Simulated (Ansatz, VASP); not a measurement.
# One calculation of Li3Pb, two programs

File INCAR:

```
PREC = Accurate
ENCUT = 520
EDIFF = 1E-6
ISMEAR = -1
SIGMA = 0.1
LREAL = False
LASPH = True
NELM = 100
ALGO = Normal
ISIF = 2
LWAVE = False
LCHARG = True
LDIPOL = True
IDIPOL = 3
DIPOL = 0.5 0.5 0.500
LELF = True
LVHAR = True
LVACPOTAV = True
NBANDS = 46
```

The input KPOINTS:

```
Automatic mesh
0
Gamma
  4 4 1
```

The input POSCAR:

```
Li3Pb
1.0
    4.7284230458      0.0000000000      0.0000000000
    0.0000000000      4.7284230458      0.0000000000
    0.0000000000      0.0000000000     20.3587500000
Li Pb
9 3
Direct
    0.5000000000      0.5000000000      0.2947135752
    0.0000000000      0.5000000000      0.3768281451
    0.5000000000      0.0000000000      0.3768281451
    0.0000000000      0.0000000000      0.4589427150
    0.5000000000      0.0000000000      0.5410572850
    0.0000000000      0.5000000000      0.5410572850
    0.5000000000      0.5000000000      0.6231718549
    0.0000000000      0.5000000000      0.7052864248
    0.5000000000      0.0000000000      0.7052864248
    0.0000000000      0.0000000000      0.2947135752
    0.5000000000      0.5000000000      0.4589427150
    0.0000000000      0.0000000000      0.6231718549
```

Input for Ansatz:

```yaml
crystal:
  lattice:
    - [4.728423045794443, 0.0, 0.0]
    - [0.0, 4.728423045794443, 0.0]
    - [0.0, 0.0, 20.35875]
  atoms:
    - { symbol: Li, position: [0.5, 0.5, 0.29471357524405967] }
    - { symbol: Li, position: [0.0, 0.4999999999999999, 0.37682814514643576] }
    - { symbol: Li, position: [0.4999999999999999, 0.0, 0.37682814514643576] }
    - { symbol: Pb, position: [0.0, 0.0, 0.29471357524405967] }
    - { symbol: Li, position: [0.0, 0.0, 0.45894271504881184] }
    - { symbol: Li, position: [0.5, 0.0, 0.5410572849511881] }
    - { symbol: Li, position: [0.0, 0.5, 0.5410572849511881] }
    - { symbol: Pb, position: [0.5, 0.5, 0.45894271504881184] }
    - { symbol: Li, position: [0.49999999999999983, 0.49999999999999983, 0.6231718548535642] }
    - { symbol: Li, position: [0.0, 0.49999999999999983, 0.7052864247559403] }
    - { symbol: Li, position: [0.49999999999999983, 0.0, 0.7052864247559403] }
    - { symbol: Pb, position: [0.0, 0.0, 0.6231718548535642] }
basis:
  ecutwfc: 489.804952427784
kpoints:
  mp_grid:
    grid: [4, 4, 1]
hamiltonian:
  xc: lda
efield:
  axis: 3
  dipole_correction: true
scf:
  occupations:
    method: fermi_dirac
output:
  write_potential: true
  forces: true
```

Alike in both runs: task single point; functional LDA; k mesh 4 × 4 × 1; no spin polarisation.

```csv
,VASP,Ansatz
version,VASP 6.6.1,Ansatz 0.2.0
potentials or method,"VASP PAW LDA potentials, release 64 (Li_sv, Pb_d), cutoff 520 eV","plane waves, PAW"
occupations,"fermi-dirac, width 0.1 eV",fermi-dirac
valence electrons in the cell,69,69
```

|  | VASP | Ansatz | Ansatz less VASP |
| --- | --- | --- | --- |
| gap on the k mesh at the Fermi level (eV) | none | none | - |
| rms of the force components (eV/Å) | 0.121 | 0.121 | +0.0002 |

LDA's correlation is that of Perdew and Zunger in VASP and of Perdew and Wang (1992) in Ansatz. A gap of «none» marks a metal or a gap that the smearing closes. Ansatz's warnings: vacuum density over bound, xc potential rough in thin density.

Spin-orbit coupling is off throughout. Noted on VASP's run: the cutoff is under 1.25 times that of the potentials, so the pressure is a little rough.
